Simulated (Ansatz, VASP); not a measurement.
Given: the input of a run of VASP 6.6.1 on Si2Mo.

Contents of INCAR:

```
SYSTEM = Si2Mo
PREC     = Accurate       ! precision mode
ENCUT    = 600            ! plane-wave cutoff, eV
EDIFF    = 1E-7           ! SCF threshold, eV
ISMEAR   = -1             ! smearing method
SIGMA    = 0.05           ! smearing width, eV
LREAL    = .False.        ! projectors in reciprocal space
LASPH    = .True.         ! aspherical terms in the spheres
NELM     = 80             ! most SCF steps
ALGO     = Normal         ! electronic algorithm
ISIF     = 3              ! what is computed and relaxed
LWAVE    = .False.        ! write WAVECAR
LCHARG   = .False.        ! write CHGCAR
GGA      = RP             ! functional
IBRION   = 2              ! ionic algorithm
NSW      = 60             ! ionic steps
EDIFFG   = -0.01          ! ionic threshold
```

Contents of KPOINTS:

```
regular mesh
0
Gamma
  5 5 3
  0 0 0
```

File POSCAR:

```
Si2Mo
1.0
    4.5854715599      0.0000000000      0.0000000000
   -2.2927357800      3.9711348592      0.0000000000
    0.0000000000      0.0000000000      6.5797601000
Mo Si
3 6
Direct
    0.5000000000      0.5000000000      0.8333333333
    0.0000000000      0.5000000000      0.1666666667
    0.5000000000      0.0000000000      0.5000000000
    0.1638729800      0.3277459600      0.5000000000
    0.6722540400      0.8361270200      0.1666666667
    0.8361270200      0.1638729800      0.8333333333
    0.8361270200      0.6722540400      0.5000000000
    0.3277459600      0.1638729800      0.1666666667
    0.1638729800      0.8361270200      0.8333333333
```

Potentials or basis: VASP PAW PBE potentials, release 64 (Mo_sv, Si).

Command:

```sh
$ cat potpaw_PBE.64/Mo_sv/POTCAR potpaw_PBE.64/Si/POTCAR > POTCAR
$ mpirun -np 1 vasp_std > vasp.out
```

Question: Set up the same calculation for Ansatz 0.2.0. Potentials there: Ansatz PAW.

Answer: As run (the cutoff follows the program's own potentials):

The input input.yaml:

```yaml
crystal:
  lattice:
    - [4.5854715599, 0.0, 0.0]
    - [-2.29273578, 3.9711348592, 0.0]
    - [0.0, 0.0, 6.5797601]
  atoms:
    - { symbol: Mo, position: [0.5, 0.5, 0.8333333333] }
    - { symbol: Mo, position: [0.0, 0.5, 0.1666666667] }
    - { symbol: Mo, position: [0.5, 0.0, 0.5] }
    - { symbol: Si, position: [0.16387298, 0.32774596, 0.5] }
    - { symbol: Si, position: [0.67225404, 0.83612702, 0.1666666667] }
    - { symbol: Si, position: [0.83612702, 0.16387298, 0.8333333333] }
    - { symbol: Si, position: [0.83612702, 0.67225404, 0.5] }
    - { symbol: Si, position: [0.32774596, 0.16387298, 0.1666666667] }
    - { symbol: Si, position: [0.16387298, 0.83612702, 0.8333333333] }
hamiltonian:
  xc: rpbe
  pseudopotentials: { kind: paw }
kpoints:
  mp_grid: { grid: [5, 5, 3] }
scf:
  occupations: { method: fermi_dirac, width: 0.05 }
output:
  forces: true
  stress: true
  eigenvalues: true
relax:
  f_tol: 0.01
  max_steps: 40
  cell: { stress_tol: 0.05 }
```

Potentials or basis: Ansatz PAW.

Command:

```bash
$ ansatz run input.yaml --threads 4 --pin off --max-ram 11264MiB --backend cpu --events-out ev --progress --plain --runs-dir out
```

Both were run:

|  | VASP | Ansatz | Ansatz less VASP |
| --- | --- | --- | --- |
| gap on the k mesh at the Fermi level, each at its own relaxed structure (eV) | 0.60 | 0.60 | 0.000 |
| relaxed volume (Å³/atom) | 13.69 | 13.71 | +0.019 |
| relaxed length of the cell vector where the two differ most in proportion (Å) | 4.632 | 4.634 | +0.0022 |

VASP's potentials were made for PBE, not for RPBE.

Noted on Ansatz's run: odd divisions of the mesh miss points on the zone boundary, where band edges often lie, so the gap on the mesh can be too wide; the plane-wave basis is chosen anew once the cell has moved, so the energies of steps on either side of that aren't comparable.
